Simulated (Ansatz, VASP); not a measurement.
## K in VASP and in Ansatz

```
CELL_PARAMETERS angstrom
-2.46500 2.46500 2.46500
2.46500 -2.46500 2.46500
2.46500 2.46500 -2.46500
ATOMIC_POSITIONS crystal
K 0.00000 0.00000 0.00000
```

Change from the starting cell: volume scaled by 0.84, LAPW.

Alike in both runs: task single point; functional PBEsol; k mesh 12 × 12 × 12; occupations fermi-dirac, width 0.05 eV; no spin polarisation.

```csv
,VASP,Ansatz
version,VASP 6.6.1,Ansatz 0.2.0
potentials or method,"VASP PAW PBE potentials, release 64 (K_sv), cutoff 520 eV","all-electron LAPW, scalar-relativistic"
```

```tsv
	VASP	Ansatz	Ansatz less VASP
pressure (GPa)	0.8	0.9	+0.01
```

VASP's potentials were made for PBE, not for PBEsol. Ansatz ran all-electron here, and VASP with PAW potentials.
